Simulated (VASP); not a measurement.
# Cu2O (Pn-3m) in VASP: further runs, part 2 of 2

VASP 6.6.1. The steps go on from the part before.

## Step 3: Single point, r2SCAN (volume scaled by 1.03)

POSCAR

```
Cu2O
1.0
    4.2878497180      0.0000000000      0.0000000000
    0.0000000000      4.2878497180      0.0000000000
    0.0000000000      0.0000000000      4.2878497180
Cu O
4 2
Direct
    0.2500000000      0.2500000000      0.2500000000
    0.2500000000      0.7500000000      0.7500000000
    0.7500000000      0.7500000000      0.2500000000
    0.7500000000      0.2500000000      0.7500000000
    0.0000000000      0.0000000000      0.0000000000
    0.5000000000      0.5000000000      0.5000000000
```

INCAR.step1

```
SYSTEM = Cu2O
PREC = Accurate ; ENCUT = 660
ISMEAR = 0 ; SIGMA = 0.02
LREAL = .False. ; LASPH = .True.
NELM = 120 ; NBANDS = 37
GGA = PE ; ALGO = Normal
EDIFF = 1E-5 ; LWAVE = .True.
LCHARG = .False. ; GGA_COMPAT = .False.
```

INCAR.step2

```
SYSTEM = Cu2O
PREC = Accurate ; ENCUT = 660
EDIFF = 1E-6 ; ISMEAR = 0
SIGMA = 0.02 ; LREAL = .False.
LASPH = .True. ; NELM = 120
ALGO = Normal ; ISIF = 2
LWAVE = .False. ; LCHARG = .False.
METAGGA = R2SCAN ; LMIXTAU = .True.
NBANDS = 37 ; ISTART = 1
GGA_COMPAT = .False.
```

KPOINTS

```
Automatic mesh
0
Gamma
  6 6 6
  0 0 0
```

Potentials or basis: VASP PAW PBE potentials, release 64 (Cu, O).

On the command line:

```sh
> cat potpaw_PBE.64/Cu/POTCAR potpaw_PBE.64/O/POTCAR > POTCAR
> cp INCAR.step1 INCAR
> mpirun -np 1 vasp_std > vasp.out
> cp INCAR.step2 INCAR
> mpirun -np 1 vasp_std > vasp.out
```

OUTCAR:

```text
SYSTEM = Cu2O
   PREC = Accurate
   ENCUT = 660
   EDIFF = 1E-6
   ISMEAR = 0
   LREAL = .False.
   LASPH = .True.
   NELM = 120
   ISIF = 2
   METAGGA = R2SCAN
   ISTART = 1

 ion  position               nearest neighbor table
   1  0.250  0.250  0.250-   5 1.86   6 1.86
   2  0.250  0.750  0.750-   5 1.86   6 1.86
   3  0.750  0.750  0.250-   5 1.86   6 1.86
   4  0.750  0.250  0.750-   5 1.86   6 1.86
   5  0.000  0.000  0.000-   1 1.86   2 1.86   3 1.86   4 1.86
   6  0.500  0.500  0.500-   1 1.86   2 1.86   3 1.86   4 1.86

  LATTYP: Found a simple cubic cell.
 ALAT       =     4.2878497180

  Lattice vectors:

 A1 = (   4.2878497180,   0.0000000000,   0.0000000000)
 A2 = (   0.0000000000,   4.2878497180,   0.0000000000)
 A3 = (   0.0000000000,   0.0000000000,   4.2878497180)

Analysis of symmetry for initial positions (statically):
=====================================================================
 Subroutine PRICEL returns:
 Original cell was already a primitive cell.

 Routine SETGRP: Setting up the symmetry group for a
 simple cubic supercell.

[... 174 lines left out ...]
 val. band max:        4.3751838279   @ k =   0.0000   0.0000   0.0000
 cond. band min:       5.0972569902   @ k =   0.0000   0.0000   0.0000
 fundamental gap:      0.7220731623
 Fermi energy:         4.5601430427

 k-point     1 :       0.0000    0.0000    0.0000
  band No.  band energies     occupation
      1     -16.7601      2.00000
      2     -16.0910      2.00000
      3      -2.9051      2.00000
      4      -2.9051      2.00000
      5      -2.9051      2.00000
      6      -0.5288      2.00000
[... 789 lines left out ...]
     36      12.4529      0.00000
     37      18.8058      0.00000

------------------------ aborting loop because EDIFF is reached ----------------------------------------

  FORCE on cell =-STRESS in cart. coord.  units (eV):
  Direction    XX          YY          ZZ          XY          YZ          ZX
  --------------------------------------------------------------------------------------
  -------------------------------------------------------------------------------------
  Total       -1.4069820     -1.4069820     -1.4069820      0.0000000      0.0000000      0.0000000
  in kB      -28.5943647    -28.5943647    -28.5943647      0.0000000      0.0000000      0.0000000
  external PRESSURE =     -28.5943647 kB  Pullay stress =       0.0000000 kB

 VOLUME and BASIS-vectors are now :
 -----------------------------------------------------------------------------
  energy-cutoff  :      660.00
  volume of cell :       78.83
      direct lattice vectors                 reciprocal lattice vectors
     4.287849718  0.000000000  0.000000000     0.233217129  0.000000000  0.000000000
     0.000000000  4.287849718  0.000000000     0.000000000  0.233217129  0.000000000
     0.000000000  0.000000000  4.287849718     0.000000000  0.000000000  0.233217129

 POSITION                                       TOTAL-FORCE (eV/Angst)
 -----------------------------------------------------------------------------------
      1.07196      1.07196      1.07196         0.000000     -0.000000     -0.000000
      1.07196      3.21589      3.21589        -0.000000     -0.000000     -0.000000
      3.21589      3.21589      1.07196        -0.000000      0.000000      0.000000
      3.21589      1.07196      3.21589         0.000000      0.000000      0.000000
      0.00000      0.00000      0.00000         0.000000     -0.000000     -0.000000
      2.14392      2.14392      2.14392         0.000000     -0.000000     -0.000000
 -----------------------------------------------------------------------------------
    total drift:                                0.000000      0.000000      0.000000

  FREE ENERGIE OF THE ION-ELECTRON SYSTEM (eV)
  ---------------------------------------------------
  free  energy   TOTEN  =       -58.2095914586 eV

  energy  without entropy=      -58.2095914586  energy(sigma->0) =      -58.20959146
```

OSZICAR.step1:

```text
N       E                     dE             d eps       ncg     rms          rms(c)
DAV:   1     0.582895312431E+03    0.58290E+03   -0.29155E+04  1488   0.282E+03
DAV:   2     0.733660105225E+02   -0.50953E+03   -0.48598E+03  1480   0.499E+02
DAV:   3    -0.260946880036E+02   -0.99461E+02   -0.94628E+02  1889   0.234E+02
DAV:   4    -0.332798491155E+02   -0.71852E+01   -0.70750E+01  2143   0.689E+01
DAV:   5    -0.333671905280E+02   -0.87341E-01   -0.87274E-01  1965   0.908E+00    0.184E+01
DAV:   6    -0.305252384972E+02    0.28420E+01   -0.52213E+01  1958   0.135E+02    0.125E+01
DAV:   7    -0.272299476568E+02    0.32953E+01   -0.13588E+01  1920   0.885E+01    0.315E+00
DAV:   8    -0.273186429434E+02   -0.88695E-01   -0.16401E+00  1792   0.720E+00    0.160E+00
DAV:   9    -0.272969342145E+02    0.21709E-01   -0.99508E-02  2023   0.408E+00    0.664E-01
DAV:  10    -0.272901807099E+02    0.67535E-02   -0.38680E-02  2035   0.310E+00    0.269E-01
DAV:  11    -0.272892911630E+02    0.88955E-03   -0.55220E-03  2325   0.887E-01    0.683E-02
DAV:  12    -0.272892404275E+02    0.50736E-04   -0.78657E-04  1990   0.287E-01    0.184E-02
DAV:  13    -0.272892464518E+02   -0.60243E-05   -0.81416E-05  1785   0.144E-01
   1 F= -.27289246E+02 E0= -.27289246E+02  d E =-.482118E-28
```

It took 1.9 min on 1 thread of Intel Xeon 6975P-C (Granite Rapids), shared host; peak memory 0.24 GiB.

What came out:

```yaml
Free_energy: -58.2096 eV
Pressure: -2.9 GPa
Band_gap_on_the_k_mesh: 0.72 eV, direct
```

Caveat: the PAW data sets were made with another functional, which shifts forces and pressure a little.

## Step 4: Single point, r2SCAN (volume scaled by 1.06)

POSCAR: that of step 3 with these lines changed.

```diff
@@ -2,5 +2,5 @@
 1.0
-    4.2878497180      0.0000000000      0.0000000000
-    0.0000000000      4.2878497180      0.0000000000
-    0.0000000000      0.0000000000      4.2878497180
+    4.3290815716      0.0000000000      0.0000000000
+    0.0000000000      4.3290815716      0.0000000000
+    0.0000000000      0.0000000000      4.3290815716
 Cu O
```

INCAR.step1

```
SYSTEM = Cu2O
PREC = Accurate
ENCUT = 660
ISMEAR = 0
SIGMA = 0.02
LREAL = .False.
LASPH = .True.
NELM = 120
NBANDS = 37
GGA = PE
ALGO = Normal
EDIFF = 1E-5
LWAVE = .True.
LCHARG = .False.
GGA_COMPAT = .False.
```

INCAR.step2

```
SYSTEM = Cu2O
PREC = Accurate
ENCUT = 660
EDIFF = 1E-6
ISMEAR = 0
SIGMA = 0.02
LREAL = .False.
LASPH = .True.
NELM = 120
ALGO = Normal
ISIF = 2
LWAVE = .False.
LCHARG = .True.
METAGGA = R2SCAN
LMIXTAU = .True.
LELF = .True.
LVHAR = .True.
NBANDS = 37
ISTART = 1
GGA_COMPAT = .False.
```

KPOINTS

```
regular mesh
0
Gamma
  6 6 6
  0 0 0
```

On the command line:

```sh
> cat potpaw_PBE.64/Cu/POTCAR potpaw_PBE.64/O/POTCAR > POTCAR
> cp INCAR.step1 INCAR
> mpirun -np 1 vasp_std > vasp.out
> cp INCAR.step2 INCAR
> mpirun -np 1 vasp_std > vasp.out
```

It took 1.8 min on 1 thread of Intel Xeon 6975P-C (Granite Rapids), shared host; peak memory 0.25 GiB.

The run converged. Its results:

```yaml
Free_energy: -58.1512 eV
Pressure: -5.9 GPa
Band_gap_on_the_k_mesh: 0.66 eV, direct
```

Levels at points of the mesh, in eV from the valence-band top:
| k point | band 25 | band 26 | band 27 | band 28 | band 29 | band 30 | band 31 | band 32 |
| --- | --- | --- | --- | --- | --- | --- | --- | --- |
| (0.00, 0.00, 0.00) | -1.54 | 0.00 | 0.00 | 0.00 | 0.66 | 1.67 | 1.67 | 8.16 |
| (0.50, 0.00, 0.00) | -1.19 | -1.19 | -0.35 | -0.35 | 2.41 | 2.41 | 4.55 | 4.55 |
| (0.50, 0.50, 0.00) | -1.21 | -1.21 | -0.61 | -0.61 | 2.18 | 2.18 | 4.07 | 4.07 |
| (0.50, 0.50, 0.50) | -0.89 | -0.56 | -0.56 | -0.56 | 2.82 | 2.82 | 2.82 | 5.09 |

Caveat: the PAW data sets were made with another functional, which shifts forces and pressure a little.

## Step 5: Summary

| cell | gap on the mesh (eV) | pressure (GPa) |
| --- | --- | --- |
| a = 4.246 Å, 6 atoms | 0.79 | 0.8 |
| a = 4.288 Å, 6 atoms | 0.72 | -2.9 |
| a = 4.329 Å, 6 atoms | 0.66 | -5.9 |

Alike in all rows: task single point; level r2SCAN; potentials or basis VASP PAW PBE potentials, release 64 (Cu, O); no spin polarisation; k mesh 6 × 6 × 6; cutoff (eV) 660; smearing gaussian 0.02 eV.

Caveats: the PAW data sets were made with another functional, which shifts forces and pressure a little.

Total energies depend on the potentials used, so only differences within one code and one set of settings carry meaning.

## Step 6: Comparison with measurements

Step 2. A measured gap of Cu2O is 2.17 eV (direct; quoted in “Importance of surface oxygen vacancies for ultrafast hot carrier relaxation and transport in Cu2O”, 2021, arxiv:2103.03167); the calculated 0.79 eV misses it by -1.38 eV. So large a miss can be the level of theory's own, or it may mean another phase, state or a wrong row. The value is that of r2SCAN on a finite k mesh, which can miss the band edges, without temperature or zero-point motion.
